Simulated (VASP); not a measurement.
# Pb (P6_3/mmc) in VASP: a series of runs, part 2 of 2

VASP 6.6.1.

## (4) Single point, PBEsol (strain -0.080 along x and y, +0.000 along z)

File INCAR:

```
  PREC = Accurate
  ENCUT = 520
  EDIFF = 1E-6
  ISMEAR = 0
  SIGMA = 0.15
  LREAL = False
  LASPH = True
  NELM = 100
  ALGO = Fast
  ISIF = 2
  LWAVE = False
  LCHARG = False
  GGA = PS
  NBANDS = 21
```

File KPOINTS:

```
Automatic mesh
0
Gamma
  18 18 10
```

File POSCAR:

```
Pb
1.0
    3.2016006353      0.0000000000      0.0000000000
   -1.6008003177      2.7726674830      0.0000000000
    0.0000000000      0.0000000000      5.5900000000
Pb
2
Direct
    0.3333333333      0.6666666667      0.2500000000
    0.6666666667      0.3333333333      0.7500000000
```

Potentials or basis: VASP PAW PBE potentials, release 64 (Pb_d).

On the command line:

```sh
> cat potpaw_PBE.64/Pb_d/POTCAR > POTCAR
> mpirun -np 1 vasp_std > vasp.out
```

OUTCAR:

```text
PREC = Accurate
   ENCUT = 520
   EDIFF = 1E-6
   ISMEAR = 0
   LREAL = False
   LASPH = True
   NELM = 100
   ISIF = 2
   GGA = PS

 ion  position               nearest neighbor table
   1  0.333  0.667  0.250-   2 3.35   2 3.35   2 3.35   2 3.35   2 3.35   2 3.35
   2  0.667  0.333  0.750-   1 3.35   1 3.35   1 3.35   1 3.35   1 3.35   1 3.35

  LATTYP: Found a hexagonal cell.
 ALAT       =     3.2016006353
 C/A-ratio  =     1.7460016525

  Lattice vectors:

 A1 = (   3.2016006353,   0.0000000000,   0.0000000000)
 A2 = (  -1.6008003177,   2.7726674830,   0.0000000000)
 A3 = (   0.0000000000,   0.0000000000,   5.5900000000)

Analysis of symmetry for initial positions (statically):
=====================================================================
 Subroutine PRICEL returns:
 Original cell was already a primitive cell.

 Routine SETGRP: Setting up the symmetry group for a
 hexagonal supercell.

 Subroutine GETGRP returns: Found 24 space group operations
 (whereof 12 operations were pure point group operations)
 out of a pool of 24 trial point group operations.

The static configuration has the point symmetry D_3d.
[... 155 lines left out ...]
 number of electron      28.0000004 magnetization

 Free energy of the ion-electron system (eV)
  ---------------------------------------------------
  ext. energy  EPLUGINS =         0.00000000
  ---------------------------------------------------
  free energy    TOTEN  =        -7.58627648 eV

  energy without entropy =       -7.57749722  energy(sigma->0) =       -7.58188685

 E-fermi :   9.6248     XC(G=0): -11.3432

 val. band max:        9.6160253504   @ k =   0.3333   0.0000   0.3000
 cond. band min:       9.6277492857   @ k =   0.2778   0.0000   0.5000
 fundamental gap:      0.0117239353
 Fermi energy:         9.6247842501

 k-point     1 :       0.0000    0.0000    0.0000
  band No.  band energies     occupation
      1      -7.7889      2.00000
      2      -7.7255      2.00000
      3      -7.6467      2.00000
      4      -7.6467      2.00000
      5      -7.6148      2.00000
      6      -7.6148      2.00000
[... 565 lines left out ...]
     20      18.9932      0.00000
     21      22.5633      0.00000

 [... further k-points ...]
[... 5 lines left out ...]
  --------------------------------------------------------------------------------------
  -------------------------------------------------------------------------------------
  Total        4.9715599      4.9715599      3.0596076     -0.0000000      0.0000000     -0.0000000
  in kB      160.5190213    160.5190213     98.7869443     -0.0000000      0.0000000     -0.0000000
  external PRESSURE =     139.9416623 kB  Pullay stress =       0.0000000 kB

 VOLUME and BASIS-vectors are now :
 -----------------------------------------------------------------------------
  energy-cutoff  :      520.00
  volume of cell :       49.62
      direct lattice vectors                 reciprocal lattice vectors
     3.201600635  0.000000000  0.000000000     0.312343766  0.180331757  0.000000000
    -1.600800318  2.772667483  0.000000000     0.000000000  0.360663515  0.000000000
     0.000000000  0.000000000  5.590000000     0.000000000  0.000000000  0.178890877

 POSITION                                       TOTAL-FORCE (eV/Angst)
 -----------------------------------------------------------------------------------
     -0.00000      1.84844      1.39750         0.000000      0.000000      0.000000
      1.60080      0.92422      4.19250        -0.000000     -0.000000      0.000000
 -----------------------------------------------------------------------------------
    total drift:                               -0.000000      0.000000      0.000000

  FREE ENERGIE OF THE ION-ELECTRON SYSTEM (eV)
  ---------------------------------------------------
  free  energy   TOTEN  =        -7.5862764791 eV

  energy  without entropy=       -7.5774972242  energy(sigma->0) =       -7.58188685
```

OSZICAR:

```text
N       E                     dE             d eps       ncg     rms          rms(c)
DAV:   1     0.296680693409E+03    0.29668E+03   -0.14393E+04  9350   0.175E+03
DAV:   2     0.129977196758E+02   -0.28368E+03   -0.27695E+03  9409   0.419E+02
DAV:   3    -0.703101307033E+01   -0.20029E+02   -0.19812E+02 11170   0.139E+02
DAV:   4    -0.761900237951E+01   -0.58799E+00   -0.58763E+00 11412   0.257E+01
DAV:   5    -0.764543197886E+01   -0.26430E-01   -0.26429E-01 12696   0.499E+00    0.123E+00
RMM:   6    -0.759978742444E+01    0.45645E-01   -0.54979E-02 10873   0.297E+00    0.581E-01
RMM:   7    -0.758637863362E+01    0.13409E-01   -0.34731E-02 10685   0.187E+00    0.132E-01
RMM:   8    -0.758604017969E+01    0.33845E-03   -0.86899E-03 13429   0.111E+00    0.228E-02
RMM:   9    -0.758624254132E+01   -0.20236E-03   -0.22711E-03 13796   0.390E-01    0.242E-02
RMM:  10    -0.758627156696E+01   -0.29026E-04   -0.33547E-04 12222   0.257E-01    0.199E-02
RMM:  11    -0.758627404726E+01   -0.24803E-05   -0.19636E-04 14095   0.124E-01    0.379E-03
RMM:  12    -0.758627659549E+01   -0.25482E-05   -0.25376E-05 13119   0.438E-02    0.396E-03
RMM:  13    -0.758627647911E+01    0.11637E-06   -0.34115E-06  7209   0.192E-02
   1 F= -.75862765E+01 E0= -.75818869E+01  d E =-.877925E-02
```

Wall time 81 s (1 thread of Intel Xeon 6975P-C (Granite Rapids), shared host); peak memory 0.3 GiB.

Results:

```
Free energy            : -7.5863 eV
Pressure               : 14.0 GPa
Band gap on the k mesh : zero (band 14 reaches 17.01 eV, above the bottom of band 15 at 7.14 eV)
```

Levels at points of the mesh, in eV from the Fermi level:
| k point | band 12 | band 13 | band 14 | band 15 | band 16 | band 17 |
| --- | --- | --- | --- | --- | --- | --- |
| (0.00, 0.00, 0.00) | -9.11 | -5.53 | 7.38 | 7.66 | 7.66 | 9.69 |
| (0.50, 0.00, 0.00) | -7.26 | -3.57 | -2.41 | -0.78 | 1.74 | 2.82 |
| (0.00, 0.00, 0.50) | -12.02 | 0.08 | 0.08 | 8.58 | 8.58 | 8.58 |
| (0.50, 0.00, 0.50) | -7.47 | -4.71 | -4.71 | 3.69 | 3.69 | 4.34 |

Caveat: the cell differs from its parent crystal (strain -0.080 along x and y, +0.000 along z); the PAW data sets were made with another functional, which shifts forces and pressure a little; spin-orbit coupling is left out, which moves the levels of the heavy elements.

## (5) Single point, PBEsol (strain -0.040 along x and y, -0.080 along z)

File INCAR:

```
PREC = Accurate
ENCUT = 520
EDIFF = 1E-7
ISMEAR = 0
SIGMA = 0.15
LREAL = False
LASPH = True
NELM = 80
ALGO = Fast
ISIF = 2
LWAVE = False
LCHARG = True
GGA = PS
LELF = True
LVHAR = True
NBANDS = 21
```

File KPOINTS:

```
regular mesh
0
Gamma
  18 18 10
```

File POSCAR:

```
Pb
1.0
    3.3408006629      0.0000000000      0.0000000000
   -1.6704003315      2.8932182431      0.0000000000
    0.0000000000      0.0000000000      5.1428000000
Pb
2
Direct
    0.3333333333      0.6666666667      0.2500000000
    0.6666666667      0.3333333333      0.7500000000
```

On the command line:

```sh
> cat potpaw_PBE.64/Pb_d/POTCAR > POTCAR
> mpirun -np 1 vasp_std > vasp.out
```

Wall time 2.7 min (1 thread of Intel Xeon 6975P-C (Granite Rapids), shared host); peak memory 0.3 GiB.

Results (log left out):

* Free energy: -7.5838 eV
* Pressure: 13.6 GPa
* Band gap on the k mesh: zero (band 14 reaches 15.71 eV, above the bottom of band 15 at 6.96 eV)

Stress tensor (GPa, compression positive):
```
11.98  0.00  0.00
 0.00 11.98  0.00
 0.00  0.00 16.97
```

Levels at points of the mesh, in eV from the Fermi level:
```tsv
k point	band 12	band 13	band 14	band 15	band 16	band 17
(0.00, 0.00, 0.00)	-7.71	-5.13	5.92	5.92	8.36	8.36
(0.50, 0.00, 0.00)	-7.60	-2.82	-1.35	-0.79	1.67	1.94
(0.00, 0.00, 0.50)	-11.72	2.00	2.00	7.09	7.09	7.09
(0.50, 0.00, 0.50)	-7.76	-4.67	-4.67	3.60	3.60	4.72
```

Caveat: the cell differs from its parent crystal (strain -0.040 along x and y, -0.080 along z); the PAW data sets were made with another functional, which shifts forces and pressure a little; spin-orbit coupling is left out, which moves the levels of the heavy elements.

## (6) Single point, PBEsol (strain -0.080 along x and y, +0.040 along z)

File INCAR:

```
SYSTEM = Pb
ALGO     = Fast           ! electronic algorithm
EDIFF    = 1E-6           ! SCF threshold, eV
ENCUT    = 520            ! plane-wave cutoff, eV
GGA      = PS             ! functional
ISIF     = 2              ! what is computed and relaxed
ISMEAR   = 0              ! smearing method
LASPH    = .True.         ! aspherical terms in the spheres
LCHARG   = .False.        ! write CHGCAR
LREAL    = .False.        ! projectors in reciprocal space
LWAVE    = .False.        ! write WAVECAR
NBANDS   = 21             ! bands
NELM     = 60             ! most SCF steps
PREC     = Accurate       ! precision mode
SIGMA    = 0.15           ! smearing width, eV
```

File KPOINTS:

```
k-points
0
Gamma
  18 18 10
  0 0 0
```

File POSCAR:

```
Pb
1.0
    3.2016006353      0.0000000000      0.0000000000
   -1.6008003177      2.7726674830      0.0000000000
    0.0000000000      0.0000000000      5.8136000000
Pb
2
Direct
    0.3333333333      0.6666666667      0.2500000000
    0.6666666667      0.3333333333      0.7500000000
```

Potentials or basis: VASP PAW PBE potentials, release 64 (Pb_d).

On the command line:

```sh
> cat potpaw_PBE.64/Pb_d/POTCAR > POTCAR
> mpirun -np 1 vasp_std > vasp.out
```

OUTCAR:

```text
SYSTEM = Pb
   EDIFF = 1E-6
   ENCUT = 520
   GGA = PS
   ISIF = 2
   ISMEAR = 0
   LASPH = .True.
   LREAL = .False.
   NELM = 60
   PREC = Accurate

 ion  position               nearest neighbor table
   1  0.333  0.667  0.250-   2 3.44   2 3.44   2 3.44   2 3.44   2 3.44   2 3.44
   2  0.667  0.333  0.750-   1 3.44   1 3.44   1 3.44   1 3.44   1 3.44   1 3.44

  LATTYP: Found a hexagonal cell.
 ALAT       =     3.2016006353
 C/A-ratio  =     1.8158417186

  Lattice vectors:

 A1 = (   3.2016006353,   0.0000000000,   0.0000000000)
 A2 = (  -1.6008003177,   2.7726674830,   0.0000000000)
 A3 = (   0.0000000000,   0.0000000000,   5.8136000000)

Analysis of symmetry for initial positions (statically):
=====================================================================
 Subroutine PRICEL returns:
 Original cell was already a primitive cell.

 Routine SETGRP: Setting up the symmetry group for a
 hexagonal supercell.

 Subroutine GETGRP returns: Found 24 space group operations
 (whereof 12 operations were pure point group operations)
 out of a pool of 24 trial point group operations.

The static configuration has the point symmetry D_3d.
 The point group associated with its full space group is D_6h.

Analysis of symmetry for dynamics (positions and initial velocities):
=====================================================================
 Subroutine PRICEL returns:
 Original cell was already a primitive cell.

 Routine SETGRP: Setting up the symmetry group for a
 hexagonal supercell.

 Subroutine GETGRP returns: Found 24 space group operations
 (whereof 12 operations were pure point group operations)
 out of a pool of 24 trial point group operations.

The dynamic configuration has the point symmetry D_3d.
 The point group associated with its full space group is D_6h.

 Subroutine INISYM returns: Found 24 space group operations
 (whereof 12 operations are pure point group operations),
 and found     1 'primitive' translations

[... 106 lines left out ...]
   NUPDOWN=      -1.0000    fix difference up-down
   EMIN   =  10.00;   EMAX   =-10.00  energy-range for DOS
   EFERMI =   0.00;   METHOD = LEGACY
   ISMEAR =     0;   SIGMA  =   0.15  broadening in eV -4-tet -1-fermi 0-gaus
   EFERMI_NEDOS =   21; number of points for ismear=-14 and -15
   IALGO  =     68    algorithm
   IMIX   =      4    mixing-type and parameters
     AMIX     =   0.40;   BMIX     =  1.00
     AMIX_MAG =   1.60;   BMIX_MAG =  1.00
  volume/ion in A,a.u.               =      25.80       174.13
  Fermi-wavevector in a.u.,A,eV,Ry     =   1.335234  2.523227 24.257155  1.782851
  Thomas-Fermi vector in A             =   2.463954
   LORBIT       =      0    0 simple, 1 ext, 2 COOP (PROOUT), +10 PAW based schemes
   GGA     = PS    functional components
   LHFCALC =     F    Hartree Fock is set to
   AEXX    =    0.0000 exact exchange contribution
   IVDW    =     0    specifies the selected vdW correction
   LEPSILON=     F    determine dielectric tensor
   LRPA    =     F    only Hartree local field effects (RPA)
 non-spin polarized calculation
 RMM-DIIS sequential band-by-band and
 Gauss-broadening in eV      SIGMA  =   0.15
  energy-cutoff  :      520.00
  volume of cell :       51.61
 maximum number of plane-waves:      1422
 NGX is ok and might be reduce to    24
   NGX = 11   NGY = 11   NGZ = 21

 number of electron      27.9999999 magnetization

 Free energy of the ion-electron system (eV)
  ---------------------------------------------------
  ext. energy  EPLUGINS =         0.00000000
  ---------------------------------------------------
  free energy    TOTEN  =        -7.67825227 eV

  energy without entropy =       -7.66621192  energy(sigma->0) =       -7.67223210

 E-fermi :   9.0723     XC(G=0): -11.1362

 val. band max:        9.0652436305   @ k =   0.2778   0.2222   0.3000
 cond. band min:       9.0742492380   @ k =   0.3889   0.1667   0.2000
 fundamental gap:      0.0090056075
 Fermi energy:         9.0722747716

 k-point     1 :       0.0000    0.0000    0.0000
  band No.  band energies     occupation
      1      -8.2573      2.00000
      2      -8.2316      2.00000
      3      -8.1398      2.00000
      4      -8.1398      2.00000
      5      -8.1164      2.00000
      6      -8.1164      2.00000
[... 565 lines left out ...]
     20      18.6913      0.00000
     21      21.0586      0.00000

 [... further k-points ...]
[... 5 lines left out ...]
  --------------------------------------------------------------------------------------
  -------------------------------------------------------------------------------------
  Total        4.2925396      4.2925396      1.6313819     -0.0000000      0.0000000     -0.0000000
  in kB      133.2645996    133.2645996     50.6472802     -0.0000000      0.0000000     -0.0000000
  external PRESSURE =     105.7254931 kB  Pullay stress =       0.0000000 kB

 VOLUME and BASIS-vectors are now :
 -----------------------------------------------------------------------------
  energy-cutoff  :      520.00
  volume of cell :       51.61
      direct lattice vectors                 reciprocal lattice vectors
     3.201600635  0.000000000  0.000000000     0.312343766  0.180331757  0.000000000
    -1.600800318  2.772667483  0.000000000     0.000000000  0.360663515  0.000000000
     0.000000000  0.000000000  5.813600000     0.000000000  0.000000000  0.172010458

 POSITION                                       TOTAL-FORCE (eV/Angst)
 -----------------------------------------------------------------------------------
     -0.00000      1.84844      1.45340         0.000000     -0.000000      0.000000
      1.60080      0.92422      4.36020        -0.000000      0.000000      0.000000
 -----------------------------------------------------------------------------------
    total drift:                                0.000000     -0.000000      0.000000

  FREE ENERGIE OF THE ION-ELECTRON SYSTEM (eV)
  ---------------------------------------------------
  free  energy   TOTEN  =        -7.6782522736 eV

  energy  without entropy=       -7.6662119236  energy(sigma->0) =       -7.67223210
```

stdout:

```text
POSCAR found type information on POSCAR Pb
 POSCAR found :  1 types and       2 ions
 scaLAPACK will be used
 -----------------------------------------------------------------------------
|                                                                             |
|                                                                             |
|     You enforced a specific xc type in the INCAR file but a different       |
|     I HOPE YOU KNOW WHAT YOU ARE DOING!                                     |
|                                                                             |
 -----------------------------------------------------------------------------

 LDA part: xc-table for (Slater+PW92), standard interpolation
 POSCAR, INCAR and KPOINTS ok, starting setup
 FFT: planning ... GRIDC
 FFT: planning ... GRID_SOFT
 FFT: planning ... GRID
 WAVECAR not read
 entering main loop
WARNING in EDDRMM: call to ZHEGV failed, returncode =   8  4     20
WARNING in EDDRMM: call to ZHEGV failed, returncode =   8  4     21
```

Wall time 1.9 min (1 thread of Intel Xeon 6975P-C (Granite Rapids), shared host); peak memory 0.3 GiB.

What came out:

| Property | Result |
| --- | --- |
| Free energy | -7.6783 eV |
| Pressure | 10.6 GPa |
| Band gap on the k mesh | zero (band 14 reaches 15.39 eV, above the bottom of band 15 at 6.76 eV) |

Caveat: the cell differs from its parent crystal (strain -0.080 along x and y, +0.040 along z); the PAW data sets were made with another functional, which shifts forces and pressure a little; spin-orbit coupling is left out, which moves the levels of the heavy elements.

## (7) Overview

| cell | further INCAR settings | gap on the mesh (eV) | pressure (GPa) |
| --- | --- | --- | --- |
| a = 3.202, b = 3.202, c = 5.143 Å, angles 90.0, 90.0, 120.0°, 2 atoms | ALGO = Fast; EDIFF = 1e-07; NBANDS = 21 | none | 24.5 |
| a = 3.202, b = 3.202, c = 5.366 Å, angles 90.0, 90.0, 120.0°, 2 atoms | ALGO = Fast; EDIFF = 1e-06; NBANDS = 21 | none | 18.6 |
| a = 3.202, b = 3.202, c = 5.590 Å, angles 90.0, 90.0, 120.0°, 2 atoms | ALGO = Fast; EDIFF = 1e-06; NBANDS = 21 | none | 14.0 |
| a = 3.341, b = 3.341, c = 5.143 Å, angles 90.0, 90.0, 120.0°, 2 atoms | ALGO = Fast; EDIFF = 1e-07; NBANDS = 21 | none | 13.6 |
| a = 3.202, b = 3.202, c = 5.814 Å, angles 90.0, 90.0, 120.0°, 2 atoms | ALGO = Fast; EDIFF = 1e-06; NBANDS = 21 | none | 10.6 |

Alike in all rows: task single point; level PBEsol; potentials or basis VASP PAW PBE potentials, release 64 (Pb_d); no spin polarisation; k mesh 18 × 18 × 10; cutoff (eV) 520; smearing gaussian 0.15 eV.

Caveats: the PAW data sets were made with another functional, which shifts forces and pressure a little; spin-orbit coupling is left out, which moves the levels of the heavy elements.

Total energies depend on the potentials used, so only differences within one code and one set of settings carry meaning.
